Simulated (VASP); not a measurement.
# Al (Fm-3m) in VASP: single point with PBE

Aim: the single point of Al with PBE.

Program: VASP 6.6.1. These are calculated values, not measurements. Logs are shortened: lines on timing, memory, paths and dates and some standing lists are left out, and cuts for length are marked.

### 1 The cell of the first run

It takes space group Fm-3m (No. 225, cubic). Conventional cell: a = 4.040 Å, b = 4.040 Å, c = 4.040 Å, α = 90.00°, β = 90.00°, γ = 90.00°. Within 3.8 Å of Al (site symmetry m-3m) lie 12 Al at 2.86 Å.

### 2 Single point, PBE

File INCAR:

```
PREC     = Accurate       # precision mode
ENCUT    = 500            # plane-wave cutoff, eV
EDIFF    = 1E-6           # SCF threshold, eV
ISMEAR   = -1             # smearing method
SIGMA    = 0.1            # smearing width, eV
LREAL    = F              # projectors in reciprocal space
LASPH    = T              # aspherical terms in the spheres
NELM     = 120            # most SCF steps
ALGO     = Normal         # electronic algorithm
ISIF     = 2              # what is computed and relaxed
LWAVE    = F              # write WAVECAR
LCHARG   = F              # write CHGCAR
GGA      = PE             # functional
NBANDS   = 8              # bands
GGA_COMPAT= F
```

File KPOINTS:

```
Automatic mesh
0
Gamma
  4 4 4
```

File POSCAR:

```
Al
1.0
   -2.0202110327      0.0000000000      2.0202110327
    0.0000000000      2.0202110327      2.0202110327
   -2.0202110327      2.0202110327      0.0000000000
Al
1
Direct
    0.0000000000      0.0000000000      0.0000000000
```

Potentials or basis: VASP PAW PBE potentials, release 64 (Al).

Run with:

```console
$ cat potpaw_PBE.64/Al/POTCAR > POTCAR
$ mpirun -np 1 vasp_std > vasp.out
```

OUTCAR:

```text
PREC = Accurate
   ENCUT = 500
   EDIFF = 1E-6
   ISMEAR = -1
   LREAL = F
   LASPH = T
   NELM = 120
   ISIF = 2
   GGA = PE

 ion  position               nearest neighbor table
   1  0.000  0.000  0.000-

  LATTYP: Found a face centered cubic cell.
 ALAT       =     4.0404220654

  Lattice vectors:

 A1 = (  -2.0202110327,   0.0000000000,   2.0202110327)
 A2 = (   0.0000000000,   2.0202110327,   2.0202110327)
 A3 = (  -2.0202110327,   2.0202110327,   0.0000000000)

Analysis of symmetry for initial positions (statically):
=====================================================================
 Subroutine PRICEL returns:
 Original cell was already a primitive cell.

 Routine SETGRP: Setting up the symmetry group for a
 face centered cubic supercell.

 Subroutine GETGRP returns: Found 48 space group operations
 (whereof 48 operations were pure point group operations)
 out of a pool of 48 trial point group operations.

The static configuration has the point symmetry O_h .

Analysis of symmetry for dynamics (positions and initial velocities):
=====================================================================
 Subroutine PRICEL returns:
 Original cell was already a primitive cell.

 Routine SETGRP: Setting up the symmetry group for a
 face centered cubic supercell.

 Subroutine GETGRP returns: Found 48 space group operations
 (whereof 48 operations were pure point group operations)
 out of a pool of 48 trial point group operations.

The dynamic configuration has the point symmetry O_h .

 Subroutine INISYM returns: Found 48 space group operations
 (whereof 48 operations are pure point group operations),
 and found     1 'primitive' translations

----------------------------------------------------------------------------------------

                                     Primitive cell

  volume of cell :      16.4900

  direct lattice vectors                    reciprocal lattice vectors
    -2.020211033  0.000000000  2.020211033    -0.247498896 -0.247498896  0.247498896
     0.000000000  2.020211033  2.020211033     0.247498896  0.247498896  0.247498896
    -2.020211033  2.020211033  0.000000000    -0.247498896  0.247498896 -0.247498896

  length of vectors
     2.857009841  2.857009841  2.857009841     0.428680662  0.428680662  0.428680662

  position of ions in fractional coordinates (direct lattice)
     0.000000000  0.000000000  0.000000000

  ion indices of the primitive-cell ions
   primitive index   ion index
                 1           1

----------------------------------------------------------------------------------------

 KPOINTS: Automatic mesh

Automatic generation of k-mesh.
 Grid dimensions read from file:
 generate k-points for:    4    4    4

 Generating k-lattice:

  Cartesian coordinates                     Fractional coordinates (reciprocal lattice)
    -0.061874724 -0.061874724  0.061874724     0.250000000  0.000000000  0.000000000
     0.061874724  0.061874724  0.061874724     0.000000000  0.250000000  0.000000000
    -0.061874724  0.061874724 -0.061874724     0.000000000  0.000000000  0.250000000

  Length of vectors
     0.107170166  0.107170166  0.107170166

  Shift w.r.t. Gamma in fractional coordinates (k-lattice)
     0.000000000  0.000000000  0.000000000

 Subroutine IBZKPT returns following result:
 ===========================================

 Found      8 irreducible k-points:

 Following reciprocal coordinates:
            Coordinates               Weight
  0.000000  0.000000  0.000000      1.000000
  0.250000  0.000000  0.000000      8.000000
  0.500000  0.000000  0.000000      4.000000
  0.250000  0.250000  0.000000      6.000000
  0.500000  0.250000  0.000000     24.000000
 -0.250000  0.250000  0.000000     12.000000
  0.500000  0.500000  0.000000      3.000000
 -0.250000  0.500000  0.250000      6.000000
   k-points           NKPTS =      8   k-points in BZ     NKDIM =      8   number of bands    NBANDS=      8
   number of dos      NEDOS =    301   number of ions     NIONS =      1
   total plane-waves  NPLWV =  13824
   dimension x,y,z NGX =    24 NGY =   24 NGZ =   24
   dimension x,y,z NGXF=    48 NGYF=   48 NGZF=   48
   ions per type =               1
   NGX,Y,Z   is equivalent  to a cutoff of  13.97, 13.97, 13.97 a.u.
   NGXF,Y,Z  is equivalent  to a cutoff of  27.93, 27.93, 27.93 a.u.
 SYSTEM =  unknown system
   PREC   = accura    normal or accurate (medium, high low for compatibility)
   ISTART =      0    job   : 0-new  1-cont  2-samecut
   ICHARG =      2    charge: 1-file 2-atom 10-const
   ISPIN  =      1    spin polarized calculation?
   LNONCOLLINEAR =      F non collinear calculations
   LSORBIT =      F    spin-orbit coupling
   LASPH  =      T    aspherical Exc in radial PAW
   ENCUT  =  500.0 eV  36.75 Ry    6.06 a.u.   5.21  5.21  5.21*2*pi/ulx,y,z
   NELM   =    120;   NELMIN=  2; NELMDL= -5     # of ELM steps
   EDIFF  = 0.1E-05   stopping-criterion for ELM
   LREAL  =      F    real-space projection
   EDIFFG = 0.1E-04   stopping-criterion for IOM
   NSW    =      0    number of steps for IOM
   IBRION =     -1    ionic relax: 0-MD 1-quasi-New 2-CG
   NFREE  =      0    steps in history (QN), initial steepest desc. (CG)
   ISIF   =      2    stress and relaxation
   ISYM   =      2    0-nonsym 1-usesym 2-fastsym
   POTIM  = 0.5000    time-step for ionic-motion
   TEBEG  =    0.0;   TEEND  =   0.0 temperature during run
   PSTRESS=    0.0 pullay stress
   NELECT =       3.0000    total number of electrons
   NUPDOWN=      -1.0000    fix difference up-down
   EMIN   =  10.00;   EMAX   =-10.00  energy-range for DOS
   EFERMI =   0.00;   METHOD = LEGACY
   ISMEAR =    -1;   SIGMA  =   0.10  broadening in eV -4-tet -1-fermi 0-gaus
   EFERMI_NEDOS =   21; number of points for ismear=-14 and -15
   IALGO  =     38    algorithm
   IMIX   =      4    mixing-type and parameters
     AMIX     =   0.40;   BMIX     =  1.00
     AMIX_MAG =   1.60;   BMIX_MAG =  1.00
  volume/ion in A,a.u.               =      16.49       111.28
  Fermi-wavevector in a.u.,A,eV,Ry     =   0.927631  1.752968 11.707799  0.860499
  Thomas-Fermi vector in A             =   2.053721
   LORBIT       =      0    0 simple, 1 ext, 2 COOP (PROOUT), +10 PAW based schemes
   GGA     = PE    functional components
   LHFCALC =     F    Hartree Fock is set to
   AEXX    =    0.0000 exact exchange contribution
   IVDW    =     0    specifies the selected vdW correction
   LEPSILON=     F    determine dielectric tensor
   LRPA    =     F    only Hartree local field effects (RPA)
 non-spin polarized calculation
  energy-cutoff  :      500.00
  volume of cell :       16.49
 maximum number of plane-waves:       444
 NGX is ok and might be reduce to    24
   NGX = 11   NGY = 11   NGZ = 11

 number of electron       3.0000000 magnetization

 Free energy of the ion-electron system (eV)
  ---------------------------------------------------
  ext. energy  EPLUGINS =         0.00000000
  ---------------------------------------------------
  free energy    TOTEN  =        -3.48635030 eV

  energy without entropy =       -3.44190710  energy(sigma->0) =       -3.46412870

 E-fermi :   7.4133     XC(G=0): -10.1955

 val. band max:        7.2547005670   @ k =   0.5000   0.2500   0.0000
 cond. band min:       8.1748463020   @ k =  -0.2500   0.5000   0.2500
 fundamental gap:      0.9201457349
 Fermi energy:         7.4132640812

 k-point     1 :       0.0000    0.0000    0.0000
  band No.  band energies     occupation
      1      -3.1285      2.00000
      2      20.6339      0.00000
      3      20.6339      0.00000
      4      20.6339      0.00000
      5      22.1295      0.00000
      6      22.1295      0.00000
      7      22.1295      0.00000
      8      24.4868      0.00000

 k-point     2 :       0.2500    0.0000    0.0000
  band No.  band energies     occupation
      1      -1.4382      2.00000
      2      11.4513      0.00000
      3      18.9229      0.00000
      4      18.9229      0.00000
      5      22.3728      0.00000
      6      22.7744      0.00000
      7      22.7744      0.00000
      8      26.7786      0.00000

 k-point     3 :       0.5000    0.0000    0.0000
  band No.  band energies     occupation
      1       3.4135      2.00000
      2       3.6311      2.00000
      3      19.4283      0.00000
      4      19.4283      0.00000
      5      19.4725      0.00000
      6      19.4725      0.00000
      7      23.1388      0.00000
      8      23.3034      0.00000

 k-point     4 :       0.2500    0.2500    0.0000
  band No.  band energies     occupation
      1      -0.8794      2.00000
      2      15.4918      0.00000
      3      15.5329      0.00000
      4      15.5329      0.00000
      5      16.2716      0.00000
      6      19.0309      0.00000
      7      29.4868      0.00000
      8      29.9801      0.00000

 k-point     5 :       0.5000    0.2500    0.0000
  band No.  band energies     occupation
      1       2.9651      2.00000
      2       7.2547      1.66000
      3      11.6688      0.00000
      4      15.0609      0.00000
      5      16.7475      0.00000
      6      24.1212      0.00000
      7      26.7072      0.00000
      8      29.6080      0.00000

 k-point     6 :      -0.2500    0.2500    0.0000
  band No.  band energies     occupation
      1       1.3347      2.00000
      2       9.2496      0.00000
      3      10.7644      0.00000
      4      17.4951      0.00000
      5      19.4608      0.00000
      6      24.9957      0.00000
      7      25.6631      0.00000
      8      26.7725      0.00000

 k-point     7 :       0.5000    0.5000    0.0000
  band No.  band energies     occupation
      1       5.0862      2.00000
      2       6.4076      1.99991
      3      13.2715      0.00000
      4      13.6073      0.00000
      5      13.6073      0.00000
      6      17.0829      0.00000
      7      33.4276      0.00000
      8      34.9401      0.00000

 k-point     8 :      -0.2500    0.5000    0.2500
  band No.  band energies     occupation
      1       7.1647      1.84619
      2       7.1647      1.84619
      3       8.1748      0.00098
      4       9.1221      0.00000
      5      23.8422      0.00000
      6      23.8422      0.00000
      7      24.3907      0.00000
      8      26.4235      0.00000

------------------------ aborting loop because EDIFF is reached ----------------------------------------

  FORCE on cell =-STRESS in cart. coord.  units (eV):
  Direction    XX          YY          ZZ          XY          YZ          ZX
  --------------------------------------------------------------------------------------
  -------------------------------------------------------------------------------------
  Total        0.1008410      0.1008410      0.1008410     -0.0000000     -0.0000000     -0.0000000
  in kB        9.7977737      9.7977737      9.7977737     -0.0000000     -0.0000000     -0.0000000
  external PRESSURE =       9.7977737 kB  Pullay stress =       0.0000000 kB

 VOLUME and BASIS-vectors are now :
 -----------------------------------------------------------------------------
  energy-cutoff  :      500.00
  volume of cell :       16.49
      direct lattice vectors                 reciprocal lattice vectors
    -2.020211033  0.000000000  2.020211033    -0.247498896 -0.247498896  0.247498896
     0.000000000  2.020211033  2.020211033     0.247498896  0.247498896  0.247498896
    -2.020211033  2.020211033  0.000000000    -0.247498896  0.247498896 -0.247498896

 POSITION                                       TOTAL-FORCE (eV/Angst)
 -----------------------------------------------------------------------------------
      0.00000      0.00000      0.00000         0.000000     -0.000000      0.000000
 -----------------------------------------------------------------------------------
    total drift:                                0.000000      0.000000     -0.000000

  FREE ENERGIE OF THE ION-ELECTRON SYSTEM (eV)
  ---------------------------------------------------
  free  energy   TOTEN  =        -3.4863503023 eV

  energy  without entropy=       -3.4419071037  energy(sigma->0) =       -3.46412870
```

It used 2.4 s of CPU time on 1 thread of AMD EPYC 7R13 Processor (Zen 3), on a shared host.

Results:

```yaml
Free_energy: -3.4864 eV
Pressure: 1.0 GPa
```

Levels at points of the mesh, in eV from the Fermi level:
| k point | band 1 | band 2 | band 3 | band 4 | band 5 | band 6 |
| --- | --- | --- | --- | --- | --- | --- |
| (0.00, 0.00, 0.00) | -10.54 | 13.22 | 13.22 | 13.22 | 14.72 | 14.72 |
| (0.50, 0.00, 0.00) | -4.00 | -3.78 | 12.02 | 12.02 | 12.06 | 12.06 |
| (0.50, 0.50, 0.00) | -2.33 | -1.01 | 5.86 | 6.19 | 6.19 | 9.67 |

Caveat: the k points lie up to 0.67 Å⁻¹ apart.
